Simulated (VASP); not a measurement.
Set up this calculation in VASP 6.6.1, as the native input.

| Item | Value |
| --- | --- |
| Task | single point |
| Functional | PBE |
| Potentials or basis | VASP PAW PBE potentials, release 64 (Si, Ni) |
| Cutoff | 520 eV |
| k mesh | 16 × 16 × 16 |
| Occupations | gaussian, width 0.15 eV |
| Spin | no spin polarisation |
| Dipole correction | no |
| Further INCAR settings | ALGO = Normal; EDIFF = 1e-06; NBANDS = 16 |

The structure of Si2Ni lies in POSCAR:

```
Si2Ni
1.0
    0.0000000000      2.7029873036      2.7234129004
    2.7438384972      0.0000000000      2.7234129004
    2.7438384972      2.7029873036      0.0000000000
Si Ni
2 1
Direct
    0.2500000000      0.2500000000      0.2500000000
    0.7500000000      0.7500000000      0.7500000000
    0.0000000000      0.0000000000      0.0000000000
```

This cell differs from its parent crystal: strain +0.0075 x Voigt [1, -1, 0, 0, 0, 0].

One way to write it, as run:

INCAR

```
PREC = Accurate
ENCUT = 520
EDIFF = 1E-6
ISMEAR = 0
SIGMA = 0.15
LREAL = F
LASPH = T
NELM = 100
ALGO = Normal
ISIF = 2
LWAVE = F
LCHARG = F
GGA = PE
NBANDS = 16
```

KPOINTS

```
regular mesh
0
Gamma
  16 16 16
```

Potentials or basis: VASP PAW PBE potentials, release 64 (Si, Ni).

The run is started by

```console
$ cat potpaw_PBE.64/Si/POTCAR potpaw_PBE.64/Ni/POTCAR > POTCAR
$ mpirun -np 1 vasp_std > vasp.out
```

It gave:

```
Pressure               : -0.2 GPa
Band gap on the k mesh : zero (bands 9 and 10 overlap by 2.18 eV)
```

Caveat: the cell differs from its parent crystal (strain +0.0075 x Voigt [1, -1, 0, 0, 0, 0]).

Wall time 2.8 min on 1 thread of Intel(R) Xeon(R) 6975P-C (Granite Rapids), with other jobs on the host, peak memory 0.48 GiB.
